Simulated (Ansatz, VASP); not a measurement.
# WS: VASP beside Ansatz

Contents of INCAR:

```
PREC     = Accurate       # precision mode
ENCUT    = 520            # plane-wave cutoff, eV
EDIFF    = 1E-6           # SCF threshold, eV
ISMEAR   = -1             # smearing method
SIGMA    = 0.05           # smearing width, eV
LREAL    = False          # projectors in reciprocal space
LASPH    = True           # aspherical terms in the spheres
NELM     = 150            # most SCF steps
ALGO     = Normal         # electronic algorithm
ISIF     = 2              # what is computed and relaxed
LWAVE    = False          # write WAVECAR
LCHARG   = False          # write CHGCAR
LMAXMIX  = 4              # l up to which the mixer works
LDAU     = True           # DFT+U
LDAUTYPE = 2            
LDAUL    = 2 -1           # shell
LDAUU    = 2 0            # U, eV
LDAUJ    = 0 0          
LDAUPRINT= 1            
GGA      = CA             # functional
NBANDS   = 17             # bands
```

The input KPOINTS:

```
regular mesh
0
Gamma
  9 9 9
```

Contents of POSCAR:

```
WS
1.0
    3.0078900000      0.0000000000      0.0000000000
    0.0000000000      3.0078900000      0.0000000000
    0.0000000000      0.0000000000      3.0078900000
W S
1 1
Direct
    0.5000000000      0.5000000000      0.5000000000
    0.0000000000      0.0000000000      0.0000000000
```

Contents of input.yaml:

```yaml
crystal:
  lattice:
    - [3.00789, 0.0, 0.0]
    - [0.0, 3.00789, 0.0]
    - [0.0, 0.0, 3.00789]
  atoms:
    - { symbol: W, position: [0.5, 0.5, 0.5] }
    - { symbol: S, position: [0.0, 0.0, 0.0] }
hamiltonian:
  xc: lda
  pseudopotentials: { kind: paw }
  hubbard: { sites: [{ species: W, l: d, u_eff: 2.0 }] }
kpoints:
  mp_grid: { grid: [9, 9, 9] }
  band_path:
    path:
      - [[0.0, 0.0, 0.0], [0.0, 0.5, 0.0], [0.5, 0.5, 0.0], [0.0, 0.0, 0.0], [0.5, 0.5, 0.5], [0.0, 0.5, 0.0]]
      - [[0.5, 0.5, 0.0], [0.5, 0.5, 0.5]]
    npoints: 14
scf:
  occupations: { method: fermi_dirac, width: 0.05 }
  n_extra_bands: 6
output:
  forces: true
  stress: true
  eigenvalues: true
  fatbands: false
```

Alike in both runs: functional LDA; k mesh 9 × 9 × 9; occupations fermi-dirac, width 0.05 eV; no spin polarisation; Hubbard terms W d U = 2.0 eV.

```csv
,VASP,Ansatz
version,VASP 6.6.1,Ansatz 0.2.0
potentials or method,"VASP PAW LDA potentials, release 64 (W_sv, S)",Ansatz PAW
plane-wave cutoff (eV),520,420
valence electrons in the cell,20,20
task,single point,band structure
```

|  | VASP | Ansatz | Ansatz less VASP |
| --- | --- | --- | --- |
| gap on the k mesh at the Fermi level (eV) | none | none | - |
| pressure (GPa) | -7.7 | -11.2 | -3.47 |

LDA's correlation is that of Perdew and Zunger in VASP and of Perdew and Wang (1992) in Ansatz. The programs project onto different local orbitals, so the same U acts differently, and such runs can settle in different states. A gap of «none» marks a metal or a gap that the smearing closes.

Spin-orbit coupling is off throughout.
